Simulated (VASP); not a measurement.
Write the native input for VASP 6.6.1 that does the following.

```
Task                   : single point
Functional             : r2SCAN
Potentials or basis    : VASP PAW PBE potentials, release 64 (Ta_pv, Si)
Cutoff                 : 520 eV
k mesh                 : 4 × 4 × 4
Occupations            : gaussian, width 0.1 eV
Spin                   : no spin polarisation
Dipole correction      : no
Further INCAR settings : ALGO = Normal; EDIFF = 1e-06; NBANDS = 28
```

Crystal: TaSi2.

```xyz
6
Lattice="0.0000 3.5191 3.5191 3.5191 0.0000 3.5191 3.5191 3.5191 0.0000" Properties=species:S:1:pos:R:3 pbc="T T T"
Ta    0.0000    0.0000    0.0000
Ta    1.7596    1.7596    1.7596
Si    4.3989    4.3989    4.3989
Si    4.3989    2.6394    2.6394
Si    2.6394    2.6394    4.3989
Si    2.6394    4.3989    2.6394
```

One way to write it, as run:

POSCAR

```
TaSi2
1.0
    0.0000000000      3.5191448776      3.5191448776
    3.5191448776      0.0000000000      3.5191448776
    3.5191448776      3.5191448776      0.0000000000
Ta Si
2 4
Direct
    0.0000000000      0.0000000000      0.0000000000
    0.2500000000      0.2500000000      0.2500000000
    0.6250000000      0.6250000000      0.6250000000
    0.1250000000      0.6250000000      0.6250000000
    0.6250000000      0.6250000000      0.1250000000
    0.6250000000      0.1250000000      0.6250000000
```

INCAR.step1

```
PREC     = Accurate       # precision mode
ENCUT    = 520            # plane-wave cutoff, eV
ISMEAR   = 0              # smearing method
SIGMA    = 0.1            # smearing width, eV
LREAL    = False          # projectors in reciprocal space
LASPH    = True           # aspherical terms in the spheres
NELM     = 80             # most SCF steps
NBANDS   = 28             # bands
GGA      = PE             # functional
ALGO     = Normal         # electronic algorithm
EDIFF    = 1E-4           # SCF threshold, eV
LWAVE    = True           # write WAVECAR
LCHARG   = False          # write CHGCAR
```

INCAR.step2

```
PREC     = Accurate       # precision mode
ENCUT    = 520            # plane-wave cutoff, eV
EDIFF    = 1E-6           # SCF threshold, eV
ISMEAR   = 0              # smearing method
SIGMA    = 0.1            # smearing width, eV
LREAL    = False          # projectors in reciprocal space
LASPH    = True           # aspherical terms in the spheres
NELM     = 80             # most SCF steps
ALGO     = Normal         # electronic algorithm
ISIF     = 2              # what is computed and relaxed
LWAVE    = False          # write WAVECAR
LCHARG   = False          # write CHGCAR
METAGGA  = R2SCAN         # meta-GGA
LMIXTAU  = True         
NBANDS   = 28             # bands
ISTART   = 1
```

KPOINTS

```
Automatic mesh
0
Gamma
  4 4 4
```

Potentials or basis: VASP PAW PBE potentials, release 64 (Ta_pv, Si).

Run with:

```bash
$ cat potpaw_PBE.64/Ta_pv/POTCAR potpaw_PBE.64/Si/POTCAR > POTCAR
$ cp INCAR.step1 INCAR
$ mpirun -np 1 vasp_std > vasp.out
$ cp INCAR.step2 INCAR
$ mpirun -np 1 vasp_std > vasp.out
```

Results of the run:

```json
{
  "Pressure": "-10.5 GPa",
  "Band gap on the k mesh": "zero (band 19 reaches 10.24 eV, above the bottom of band 20 at 8.07 eV)"
}
```

Caveat: the k points lie up to 0.39 Å⁻¹ apart; the PAW data sets were made with another functional, which shifts forces and pressure a little; spin-orbit coupling is left out, which moves the levels of the heavy elements.

Run time: 78 s on 1 thread of AMD EPYC 9R45 (Zen 5), on a shared host, peak memory 0.23 GiB.
